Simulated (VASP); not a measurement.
Set up this calculation in VASP 6.6.1, as the native input.

| Item | Value |
| --- | --- |
| Task | single point |
| Functional | PBE |
| Dispersion | D3(BJ) |
| Potentials or basis | VASP PAW PBE potentials, release 64 (C) |
| Cutoff | 520 eV |
| k mesh | 1 × 1 × 1 |
| Occupations | fermi-dirac, width 0.02 eV |
| Spin | no spin polarisation |
| Dipole correction | no |
| Further INCAR settings | LREAL = Auto; ALGO = Normal; EDIFF = 1e-06; NBANDS = 86 |

The structure of C lies in POSCAR:

```
C
1.0
    9.8640000000      0.0000000000      0.0000000000
   -4.9320000000      8.5424750000      0.0000000000
    0.0000000000      0.0000000000     12.0000000000
C
32
Direct
   -0.0206770664     -0.0308107428      0.0908666667
    0.1350988148      0.0482998194      0.0953500000
   -0.0162662360      0.2297343568      0.0887500000
    0.1535168649      0.3135625214      0.0750083333
   -0.0167251283      0.4828108950      0.1000500000
    0.1520514336      0.5640988121      0.0862500000
   -0.0062427099      0.7332769484      0.0838083333
    0.1536397768      0.8176201862      0.0936583333
    0.2320965631     -0.0177817319      0.0935333333
    0.4018826057      0.0666200369      0.0937333333
    0.2339980544      0.2326960278      0.0914666667
    0.4002875656      0.3167349041      0.1045500000
    0.2317670669      0.4796736309      0.0822083333
    0.4003820160      0.5636188575      0.0770916667
    0.2376976397      0.7324106889      0.0864250000
    0.3977396080      0.8125513976      0.0786250000
    0.4850751621     -0.0198537309      0.0856666667
    0.6504993367      0.0617853725      0.1020333333
    0.4839251832      0.2317595310      0.1001416667
    0.6487903934      0.3086107949      0.0879666667
    0.4816466810      0.4841571090      0.0863500000
    0.6538645148      0.5629398974      0.0921833333
    0.4869895488      0.7281964536      0.0836750000
    0.6458981762      0.8087468796      0.0998250000
    0.7328078873     -0.0216916058      0.1033750000
    0.8987440889      0.0643373261      0.1001833333
    0.7345146056      0.2303430797      0.0969250000
    0.9034066391      0.3149438541      0.0957833333
    0.7298504535      0.4823894714      0.0915000000
    0.9011148704      0.5715322550      0.0982916667
    0.7336369663      0.7290744193      0.0928333333
    0.8964933612      0.8039356276      0.0798750000
```

These files were run (other wordings do the same):

INCAR

```
ALGO = Normal ; EDIFF = 1E-6
ENCUT = 520 ; GGA = PE
ISIF = 2 ; ISMEAR = -1
IVDW = 12 ; LASPH = True
LCHARG = False ; LREAL = Auto
LWAVE = False ; NBANDS = 86
NELM = 100 ; PREC = Accurate
SIGMA = 0.02
```

KPOINTS

```
k-points
0
Gamma
  1 1 1
```

Potentials or basis: VASP PAW PBE potentials, release 64 (C).

Command:

```console
$ cat potpaw_PBE.64/C/POTCAR > POTCAR
$ mpirun -np 1 vasp_gam > vasp.out
```

It gave:

The largest force is 7.353 eV/Å. The band gap on the k mesh is 3.65 eV. The dispersion energy per atom is -0.089 eV.

Caveat: the k points lie up to 0.74 Å⁻¹ apart.

Run time: 5.1 min on 1 thread of AMD EPYC 7R43 64-Core Processor (Zen 3), with other jobs on the host, peak memory 0.92 GiB.
